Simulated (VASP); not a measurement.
Here is a VASP 6.6.1 calculation.

Contents of INCAR:

```
SYSTEM = Mg7Fe
PREC = Accurate
ENCUT = 520
EDIFF = 1E-6
ISMEAR = -1
SIGMA = 0.05
LREAL = .FALSE.
LASPH = .TRUE.
NELM = 150
ALGO = Normal
ISIF = 2
LWAVE = .FALSE.
LCHARG = .FALSE.
ISPIN = 2
MAGMOM = 3 0 0 0 0 0 0 0
LORBIT = 11
LMAXMIX = 4
GGA = PE
NBANDS = 25
```

KPOINTS

```
Automatic mesh
0
G
  5 5 6
  0 0 0
```

Contents of POSCAR:

```
Mg7Fe
1.0
    6.1707773668      0.0000000000      0.0000000000
   -3.0853886834      5.3440499607      0.0000000000
    0.0000000000      0.0000000000      4.9414031726
Fe Mg
1 7
Direct
    0.0000000000      0.0000000000      0.0000000000
    0.3333333333      0.6666666667      0.5000000000
    0.8431255000      0.6862510000      0.5000000000
    0.8431255000      0.1568745000      0.5000000000
    0.3137490000      0.1568745000      0.5000000000
    0.9992970000      0.4996485000      0.0000000000
    0.5003515000      0.4996485000      0.0000000000
    0.5003515000      0.0007030000      0.0000000000
```

Potentials or basis: VASP PAW PBE potentials, release 64 (Fe, Mg).

Run with:

```sh
$ cat potpaw_PBE.64/Fe/POTCAR potpaw_PBE.64/Mg/POTCAR > POTCAR
$ mpirun -np 1 vasp_std > vasp.out
```

(1) Estimate the site moments.

(2) Estimate the largest force.

(3) Estimate the net moment.

Answers

(1) Fe +2.64; Mg +0.01, -0.01 (each value once) μB.

(2) 0.139 eV/Å.

(3) 2.43 μB per cell.
